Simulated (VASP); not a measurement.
# Cd (P6_3/mmc) in VASP: a series of runs

Runs on Cd. Level: PBEsol. Tasks: single point.

Everything below comes from runs of VASP 6.6.1. Logs are shortened: lines on timing, memory, paths and dates and some standing lists are left out, and cuts for length are marked.

### Step 1. The cell of the first run

Symmetry: P6_3/mmc, No. 194, hexagonal system. Conventional cell: a = 3.158 Å, b = 3.158 Å, c = 10.054 Å, α = 90.00°, β = 90.00°, γ = 120.00°. Within 4.1 Å of Cd (site symmetry -3m) lie 12 Cd at 3.10 to 3.16 Å. Cd (site symmetry -6m2) has 12 Cd at 3.10 to 3.16 Å within 4.1 Å.

### Step 2. Single point, PBEsol (volume scaled by 1.04)

File INCAR:

```
ALGO = Normal ; EDIFF = 1E-6
ENCUT = 520 ; GGA = PS
ISIF = 2 ; ISMEAR = -1
LASPH = T ; LCHARG = T
LELF = T ; LREAL = F
LVHAR = T ; LWAVE = F
NBANDS = 32 ; NELM = 60
PREC = Accurate ; SIGMA = 0.1
```

File KPOINTS:

```
k-points
0
Gamma
  13 13 4
```

File POSCAR:

```
Cd
1.0
    3.1575616138      0.0000000000      0.0000000000
   -1.5787808069      2.7345285716      0.0000000000
    0.0000000000      0.0000000000     10.0537799216
Cd
4
Direct
    1.0000000000      0.0000000000      0.0000000000
    1.0000000000      0.0000000000      0.5000000000
    0.3333333333      0.6666666667      0.2500000000
    0.6666666667      0.3333333333      0.7500000000
```

Potentials or basis: VASP PAW PBE potentials, release 64 (Cd).

Command:

```sh
> cat potpaw_PBE.64/Cd/POTCAR > POTCAR
> mpirun -np 1 vasp_std > vasp.out
```

OUTCAR:

```text
EDIFF = 1E-6
   ENCUT = 520
   GGA = PS
   ISIF = 2
   ISMEAR = -1
   LASPH = T
   LREAL = F
   NELM = 60
   PREC = Accurate

 ion  position               nearest neighbor table
   1  0.000  0.000  0.000-   3 3.10   4 3.10   4 3.10   3 3.10   4 3.10   3 3.10
   2  0.000  0.000  0.500-   3 3.10   4 3.10   4 3.10   3 3.10   4 3.10   3 3.10
   3  0.333  0.667  0.250-   1 3.10   2 3.10   1 3.10   2 3.10   1 3.10   2 3.10
   4  0.667  0.333  0.750-   1 3.10   2 3.10   1 3.10   2 3.10   1 3.10   2 3.10

  LATTYP: Found a hexagonal cell.
 ALAT       =     3.1575616138
 C/A-ratio  =     3.1840328555

  Lattice vectors:

 A1 = (   3.1575616138,   0.0000000000,   0.0000000000)
 A2 = (  -1.5787808069,   2.7345285716,   0.0000000000)
 A3 = (   0.0000000000,   0.0000000000,  10.0537799216)

Analysis of symmetry for initial positions (statically):
=====================================================================
 Subroutine PRICEL returns:
 Original cell was already a primitive cell.

 Routine SETGRP: Setting up the symmetry group for a
 hexagonal supercell.

 Subroutine GETGRP returns: Found 24 space group operations
 (whereof 12 operations were pure point group operations)
 out of a pool of 24 trial point group operations.

The static configuration has the point symmetry D_3d.
 The point group associated with its full space group is D_6h.

Analysis of symmetry for dynamics (positions and initial velocities):
=====================================================================
 Subroutine PRICEL returns:
 Original cell was already a primitive cell.

 Routine SETGRP: Setting up the symmetry group for a
 hexagonal supercell.

 Subroutine GETGRP returns: Found 24 space group operations
 (whereof 12 operations were pure point group operations)
 out of a pool of 24 trial point group operations.

The dynamic configuration has the point symmetry D_3d.
 The point group associated with its full space group is D_6h.

 Subroutine INISYM returns: Found 24 space group operations
 (whereof 12 operations are pure point group operations),
 and found     1 'primitive' translations

----------------------------------------------------------------------------------------

                                     Primitive cell

  volume of cell :      86.8088

[... 82 lines left out ...]
 SYSTEM =  unknown system
   PREC   = accura    normal or accurate (medium, high low for compatibility)
   ISTART =      0    job   : 0-new  1-cont  2-samecut
   ICHARG =      2    charge: 1-file 2-atom 10-const
   ISPIN  =      1    spin polarized calculation?
   LNONCOLLINEAR =      F non collinear calculations
   LSORBIT =      F    spin-orbit coupling
   LASPH  =      T    aspherical Exc in radial PAW
   ENCUT  =  520.0 eV  38.22 Ry    6.18 a.u.   5.87  5.87 18.69*2*pi/ulx,y,z
   NELM   =     60;   NELMIN=  2; NELMDL= -5     # of ELM steps
   EDIFF  = 0.1E-05   stopping-criterion for ELM
   LREAL  =      F    real-space projection
   EDIFFG = 0.1E-04   stopping-criterion for IOM
   NSW    =      0    number of steps for IOM
   IBRION =     -1    ionic relax: 0-MD 1-quasi-New 2-CG
   NFREE  =      0    steps in history (QN), initial steepest desc. (CG)
   ISIF   =      2    stress and relaxation
   ISYM   =      2    0-nonsym 1-usesym 2-fastsym
   POTIM  = 0.5000    time-step for ionic-motion
   TEBEG  =    0.0;   TEEND  =   0.0 temperature during run
   PSTRESS=    0.0 pullay stress
   NELECT =      48.0000    total number of electrons
   NUPDOWN=      -1.0000    fix difference up-down
   EMIN   =  10.00;   EMAX   =-10.00  energy-range for DOS
   EFERMI =   0.00;   METHOD = LEGACY
   ISMEAR =    -1;   SIGMA  =   0.10  broadening in eV -4-tet -1-fermi 0-gaus
   EFERMI_NEDOS =   21; number of points for ismear=-14 and -15
   IALGO  =     38    algorithm
   IMIX   =      4    mixing-type and parameters
     AMIX     =   0.40;   BMIX     =  1.00
     AMIX_MAG =   1.60;   BMIX_MAG =  1.00
  volume/ion in A,a.u.               =      21.70       146.45
  Fermi-wavevector in a.u.,A,eV,Ry     =   1.343695  2.539215 24.565538  1.805516
  Thomas-Fermi vector in A             =   2.471748
   LORBIT       =      0    0 simple, 1 ext, 2 COOP (PROOUT), +10 PAW based schemes
   GGA     = PS    functional components
   LHFCALC =     F    Hartree Fock is set to
   AEXX    =    0.0000 exact exchange contribution
   IVDW    =     0    specifies the selected vdW correction
   LEPSILON=     F    determine dielectric tensor
   LRPA    =     F    only Hartree local field effects (RPA)
 non-spin polarized calculation
  energy-cutoff  :      520.00
  volume of cell :       86.81
 maximum number of plane-waves:      2352
 NGX is ok and might be reduce to    24
   NGX = 11   NGY = 11   NGZ = 37

 number of electron      47.9999986 magnetization

 Free energy of the ion-electron system (eV)
  ---------------------------------------------------
  ext. energy  EPLUGINS =         0.00000000
  ---------------------------------------------------
  free energy    TOTEN  =        -4.72580156 eV

  energy without entropy =       -4.67097310  energy(sigma->0) =       -4.69838733

 E-fermi :   2.7990     XC(G=0): -11.1950

 val. band max:        2.7936822487   @ k =   0.2308   0.0769   0.0000
 cond. band min:       2.8161253408   @ k =   0.4615  -0.0000   0.0000
 fundamental gap:      0.0224430921
 Fermi energy:         2.7990386633

 k-point     1 :       0.0000    0.0000    0.0000
  band No.  band energies     occupation
      1      -6.9049      2.00000
      2      -6.6264      2.00000
      3      -6.6028      2.00000
      4      -6.4063      2.00000
      5      -6.4063      2.00000
      6      -6.4043      2.00000
[... 829 lines left out ...]
     31      12.8194      0.00000
     32      13.6131      0.00000

 [... further k-points ...]
[... 5 lines left out ...]
  --------------------------------------------------------------------------------------
  -------------------------------------------------------------------------------------
  Total       -0.8926264     -0.8926264     -0.8182158     -0.0000000      0.0000000      0.0000000
  in kB      -16.4746658    -16.4746658    -15.1013145     -0.0000000      0.0000000      0.0000000
  external PRESSURE =     -16.0168820 kB  Pullay stress =       0.0000000 kB

 VOLUME and BASIS-vectors are now :
 -----------------------------------------------------------------------------
  energy-cutoff  :      520.00
  volume of cell :       86.81
      direct lattice vectors                 reciprocal lattice vectors
     3.157561614  0.000000000  0.000000000     0.316700075  0.182846874  0.000000000
    -1.578780807  2.734528572  0.000000000     0.000000000  0.365693747  0.000000000
     0.000000000  0.000000000 10.053779922     0.000000000  0.000000000  0.099465078

 POSITION                                       TOTAL-FORCE (eV/Angst)
 -----------------------------------------------------------------------------------
      0.00000      0.00000      0.00000         0.000000      0.000000      0.000000
      0.00000      0.00000      5.02689         0.000000      0.000000      0.000000
     -0.00000      1.82302      2.51344        -0.000000     -0.000000     -0.000000
      1.57878      0.91151      7.54033         0.000000      0.000000     -0.000000
 -----------------------------------------------------------------------------------
    total drift:                               -0.000000      0.000000     -0.000000

  FREE ENERGIE OF THE ION-ELECTRON SYSTEM (eV)
  ---------------------------------------------------
  free  energy   TOTEN  =        -4.7258015562 eV

  energy  without entropy=       -4.6709730973  energy(sigma->0) =       -4.69838733
```

OSZICAR:

```text
N       E                     dE             d eps       ncg     rms          rms(c)
DAV:   1     0.394091020543E+03    0.39409E+03   -0.25696E+04  4072   0.152E+03
DAV:   2     0.572573178744E+01   -0.38837E+03   -0.37037E+03  4208   0.406E+02
DAV:   3    -0.502275131257E+01   -0.10748E+02   -0.10683E+02  4656   0.783E+01
DAV:   4    -0.505224853703E+01   -0.29497E-01   -0.29482E-01  4272   0.370E+00
DAV:   5    -0.505232742465E+01   -0.78888E-04   -0.78887E-04  4728   0.181E-01    0.606E+00
DAV:   6    -0.474924599983E+01    0.30308E+00   -0.82336E-01  4320   0.862E+00    0.495E+00
DAV:   7    -0.472891121149E+01    0.20335E-01   -0.64384E-02  4416   0.179E+00    0.273E+00
DAV:   8    -0.472574285748E+01    0.31684E-02   -0.62227E-03  4280   0.822E-01    0.159E-01
DAV:   9    -0.472576495182E+01   -0.22094E-04   -0.65746E-05  4728   0.715E-02    0.476E-02
DAV:  10    -0.472580189798E+01   -0.36946E-04   -0.30397E-05  4312   0.521E-02    0.304E-03
DAV:  11    -0.472580155621E+01    0.34178E-06   -0.28720E-07  2592   0.427E-03
   1 F= -.47258016E+01 E0= -.46983873E+01  d E =-.548285E-01
```

Wall time 70 s (1 thread of Intel Xeon 6975P-C (Granite Rapids), shared host); peak memory 0.26 GiB.

Results:

```yaml
Free_energy: -4.7258 eV
Pressure: -1.6 GPa
Band_gap_on_the_k_mesh: zero (band 24 reaches 4.37 eV, above the bottom of band 25 at 1.68 eV)
```

Stress tensor (GPa, compression positive):
```
-1.65  0.00  0.00
 0.00 -1.65  0.00
 0.00  0.00 -1.51
```

Levels at points of the mesh, in eV from the Fermi level:
```
           k point  band 22  band 23  band 24  band 25  band 26  band 27
(0.00, 0.00, 0.00)    -7.16    -7.14    -2.34    -1.12     6.64     6.65
(0.00, 0.00, 0.50)    -8.44    -4.89    -4.89     2.18     2.18    11.55
```

Caveat: the PAW data sets were made with another functional, which shifts forces and pressure a little.

### Step 3. Single point, PBEsol (volume scaled by 1.08)

File INCAR:

```
ALGO = Normal
EDIFF = 1E-7
ENCUT = 520
GGA = PS
ISIF = 2
ISMEAR = -1
LASPH = True
LCHARG = True
LELF = True
LREAL = False
LVHAR = True
LWAVE = False
NBANDS = 32
NELM = 80
PREC = Accurate
SIGMA = 0.1
```

KPOINTS is that of step 2.

File POSCAR:

```
Cd
1.0
    3.1975349917      0.0000000000      0.0000000000
   -1.5987674958      2.7691465323      0.0000000000
    0.0000000000      0.0000000000     10.1810564701
Cd
4
Direct
    1.0000000000      0.0000000000      0.0000000000
    1.0000000000      0.0000000000      0.5000000000
    0.3333333333      0.6666666667      0.2500000000
    0.6666666667      0.3333333333      0.7500000000
```

Potentials or basis: VASP PAW PBE potentials, release 64 (Cd).

Command:

```sh
> cat potpaw_PBE.64/Cd/POTCAR > POTCAR
> mpirun -np 1 vasp_std > vasp.out
```

OUTCAR:

```text
EDIFF = 1E-7
   ENCUT = 520
   GGA = PS
   ISIF = 2
   ISMEAR = -1
   LASPH = True
   LREAL = False
   NELM = 80
   PREC = Accurate

 ion  position               nearest neighbor table
   1  0.000  0.000  0.000-   3 3.14   4 3.14   3 3.14   4 3.14   4 3.14   3 3.14
   2  0.000  0.000  0.500-   3 3.14   4 3.14   3 3.14   4 3.14   4 3.14   3 3.14
   3  0.333  0.667  0.250-   1 3.14   2 3.14   1 3.14   2 3.14   1 3.14   2 3.14
   4  0.667  0.333  0.750-   1 3.14   2 3.14   1 3.14   2 3.14   1 3.14   2 3.14

  LATTYP: Found a hexagonal cell.
 ALAT       =     3.1975349917
 C/A-ratio  =     3.1840328555

  Lattice vectors:

 A1 = (   3.1975349917,   0.0000000000,   0.0000000000)
 A2 = (  -1.5987674958,   2.7691465323,   0.0000000000)
 A3 = (   0.0000000000,   0.0000000000,  10.1810564701)

Analysis of symmetry for initial positions (statically):
=====================================================================
 Subroutine PRICEL returns:
 Original cell was already a primitive cell.

 Routine SETGRP: Setting up the symmetry group for a
 hexagonal supercell.

 Subroutine GETGRP returns: Found 24 space group operations
 (whereof 12 operations were pure point group operations)
 out of a pool of 24 trial point group operations.

The static configuration has the point symmetry D_3d.
 The point group associated with its full space group is D_6h.

Analysis of symmetry for dynamics (positions and initial velocities):
=====================================================================
 Subroutine PRICEL returns:
 Original cell was already a primitive cell.

 Routine SETGRP: Setting up the symmetry group for a
 hexagonal supercell.

 Subroutine GETGRP returns: Found 24 space group operations
 (whereof 12 operations were pure point group operations)
 out of a pool of 24 trial point group operations.

The dynamic configuration has the point symmetry D_3d.
 The point group associated with its full space group is D_6h.
[... 115 lines left out ...]
   NUPDOWN=      -1.0000    fix difference up-down
   EMIN   =  10.00;   EMAX   =-10.00  energy-range for DOS
   EFERMI =   0.00;   METHOD = LEGACY
   ISMEAR =    -1;   SIGMA  =   0.10  broadening in eV -4-tet -1-fermi 0-gaus
   EFERMI_NEDOS =   21; number of points for ismear=-14 and -15
   IALGO  =     38    algorithm
   IMIX   =      4    mixing-type and parameters
     AMIX     =   0.40;   BMIX     =  1.00
     AMIX_MAG =   1.60;   BMIX_MAG =  1.00
  volume/ion in A,a.u.               =      22.54       152.09
  Fermi-wavevector in a.u.,A,eV,Ry     =   1.326897  2.507472 23.955175  1.760656
  Thomas-Fermi vector in A             =   2.456250
   LORBIT       =      0    0 simple, 1 ext, 2 COOP (PROOUT), +10 PAW based schemes
   GGA     = PS    functional components
   LHFCALC =     F    Hartree Fock is set to
   AEXX    =    0.0000 exact exchange contribution
   IVDW    =     0    specifies the selected vdW correction
   LEPSILON=     F    determine dielectric tensor
   LRPA    =     F    only Hartree local field effects (RPA)
 non-spin polarized calculation
  energy-cutoff  :      520.00
  volume of cell :       90.15
 maximum number of plane-waves:      2452
 NGX is ok and might be reduce to    24
   NGX = 11   NGY = 11   NGZ = 37

 number of electron      47.9999986 magnetization

 Free energy of the ion-electron system (eV)
  ---------------------------------------------------
  ext. energy  EPLUGINS =         0.00000000
  ---------------------------------------------------
  free energy    TOTEN  =        -4.67542502 eV

  energy without entropy =       -4.62091429  energy(sigma->0) =       -4.64816965

 E-fermi :   2.5081     XC(G=0): -10.9953

 val. band max:        2.5006116023   @ k =   0.2308   0.0769   0.0000
 cond. band min:       2.5098420067   @ k =   0.4615   0.0000   0.0000
 fundamental gap:      0.0092304044
 Fermi energy:         2.5081028318

 k-point     1 :       0.0000    0.0000    0.0000
  band No.  band energies     occupation
      1      -7.0187      2.00000
      2      -6.7640      2.00000
      3      -6.7396      2.00000
      4      -6.5727      2.00000
      5      -6.5727      2.00000
      6      -6.5694      2.00000
[... 829 lines left out ...]
     31      12.2992      0.00000
     32      13.0627      0.00000

 [... further k-points ...]
[... 5 lines left out ...]
  --------------------------------------------------------------------------------------
  -------------------------------------------------------------------------------------
  Total       -1.7962757     -1.7962757     -1.7772016     -0.0000000      0.0000000     -0.0000000
  in kB      -31.9248961    -31.9248961    -31.5858956     -0.0000000      0.0000000     -0.0000000
  external PRESSURE =     -31.8118959 kB  Pullay stress =       0.0000000 kB

 VOLUME and BASIS-vectors are now :
 -----------------------------------------------------------------------------
  energy-cutoff  :      520.00
  volume of cell :       90.15
      direct lattice vectors                 reciprocal lattice vectors
     3.197534992  0.000000000  0.000000000     0.312740909  0.180561048  0.000000000
    -1.598767496  2.769146532  0.000000000     0.000000000  0.361122096  0.000000000
     0.000000000  0.000000000 10.181056470     0.000000000  0.000000000  0.098221634

 POSITION                                       TOTAL-FORCE (eV/Angst)
 -----------------------------------------------------------------------------------
      0.00000      0.00000      0.00000         0.000000     -0.000000     -0.000000
      0.00000      0.00000      5.09053        -0.000000     -0.000000     -0.000000
     -0.00000      1.84610      2.54526        -0.000000      0.000000      0.000000
      1.59877      0.92305      7.63579         0.000000     -0.000000      0.000000
 -----------------------------------------------------------------------------------
    total drift:                               -0.000000      0.000000     -0.000000

  FREE ENERGIE OF THE ION-ELECTRON SYSTEM (eV)
  ---------------------------------------------------
  free  energy   TOTEN  =        -4.6754250153 eV

  energy  without entropy=       -4.6209142926  energy(sigma->0) =       -4.64816965
```

OSZICAR:

```text
N       E                     dE             d eps       ncg     rms          rms(c)
DAV:   1     0.393568458232E+03    0.39357E+03   -0.25636E+04  4032   0.151E+03
DAV:   2     0.591517208413E+01   -0.38765E+03   -0.36975E+03  4216   0.406E+02
DAV:   3    -0.494671164937E+01   -0.10862E+02   -0.10800E+02  4704   0.786E+01
DAV:   4    -0.497549637006E+01   -0.28785E-01   -0.28781E-01  4224   0.371E+00
DAV:   5    -0.497557638878E+01   -0.80019E-04   -0.80018E-04  4816   0.181E-01    0.545E+00
DAV:   6    -0.469614434525E+01    0.27943E+00   -0.77408E-01  4288   0.820E+00    0.456E+00
DAV:   7    -0.467853040891E+01    0.17614E-01   -0.54134E-02  4440   0.159E+00    0.267E+00
DAV:   8    -0.467536182333E+01    0.31686E-02   -0.57770E-03  4272   0.767E-01    0.134E-01
DAV:   9    -0.467538896906E+01   -0.27146E-04   -0.84851E-05  4656   0.751E-02    0.444E-02
DAV:  10    -0.467542559832E+01   -0.36629E-04   -0.33331E-05  4304   0.544E-02    0.442E-03
DAV:  11    -0.467542521204E+01    0.38628E-06   -0.34378E-07  4328   0.485E-03    0.152E-03
DAV:  12    -0.467542504466E+01    0.16739E-06   -0.38748E-08  2552   0.125E-03    0.791E-04
DAV:  13    -0.467542501534E+01    0.29320E-07   -0.22697E-09  2368   0.526E-04
   1 F= -.46754250E+01 E0= -.46481697E+01  d E =-.545107E-01
```

Wall time 81 s (1 thread of Intel Xeon 6975P-C (Granite Rapids), shared host); peak memory 0.27 GiB.

What came out:

```
Free energy            : -4.6754 eV
Pressure               : -3.2 GPa
Band gap on the k mesh : zero (band 24 reaches 3.98 eV, above the bottom of band 25 at 1.35 eV)
```

Caveat: the PAW data sets were made with another functional, which shifts forces and pressure a little.
